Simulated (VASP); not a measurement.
Write the native input for VASP 6.6.1 that does the following.

```
Task                   : single point
Functional             : PBE
Potentials or basis    : VASP PAW PBE potentials, release 64 (Li_sv, Cl, Zn)
Cutoff                 : 650 eV
k mesh                 : 1 × 1 × 1, shifted
Occupations            : gaussian, width 0.1 eV
Spin                   : no spin polarisation
Dipole correction      : no
Further INCAR settings : LREAL = Auto; ALGO = Normal; EDIFF = 1e-06; NBANDS = 62; ISYM = -1
```

The structure of Li7ZnCl9 lies in POSCAR:

```
Li7ZnCl9
1.0
    6.9697143054     -0.0925537526     -0.0872308375
   -0.1080844547      7.6115910650     -0.1853302530
   -0.0792175304     -0.1648329569      7.0007612779
Li Cl Zn
7 9 1
Direct
    0.6118265446      0.1022000119      0.4112491721
   -0.0263101477      0.1974817165      0.8856492380
    0.9115074975      0.4210382772      0.3206307732
    0.3884548623      0.5874233535      0.1535573469
    0.4708866249      0.9334988995      0.9136123850
    0.9240659217      0.6863918265      0.8249857141
    0.4581963949      0.4034134892      0.6664900410
    0.1496680531      0.9344672827      0.8184733942
    0.8748923502      0.0749793800      0.2097660044
    0.0762928046      0.4827407970      0.0325942721
    0.3698378959      0.8985500547      0.2941761447
    0.1270637976      0.2845846615      0.5654629440
    0.5764107747      0.6429067218      0.8803915165
    0.9092279745      0.7153035672      0.4811929146
    0.5598673411      0.4024874588      0.3475859665
    0.6420630097      0.1495235521      0.7535800320
    0.0906094710      0.9757066023      0.4553423261
```

One way to write it, as run:

INCAR

```
SYSTEM = Li7ZnCl9
  PREC = Accurate
  ENCUT = 650
  EDIFF = 1E-6
  ISMEAR = 0
  SIGMA = 0.1
  LREAL = Auto
  LASPH = .TRUE.
  NELM = 120
  ALGO = Normal
  ISIF = 2
  LWAVE = .FALSE.
  LCHARG = .TRUE.
  GGA = PE
  LELF = .TRUE.
  LVHAR = .TRUE.
  NBANDS = 62
  ISYM = -1
  GGA_COMPAT = .FALSE.
```

KPOINTS

```
explicit points
1
Reciprocal
  0.25000000   0.25000000   0.25000000 1
```

Potentials or basis: VASP PAW PBE potentials, release 64 (Li_sv, Cl, Zn).

Run with:

```console
$ cat potpaw_PBE.64/Li_sv/POTCAR potpaw_PBE.64/Cl/POTCAR potpaw_PBE.64/Zn/POTCAR > POTCAR
$ mpirun -np 1 vasp_std > vasp.out
```

Results of the run:

```yaml
Pressure: -0.1 GPa
Largest_force: 0.034 eV/Å
```

Run time: 87 s on 1 thread of Intel(R) Xeon(R) 6975P-C (Granite Rapids), on a shared host, peak memory 0.47 GiB.
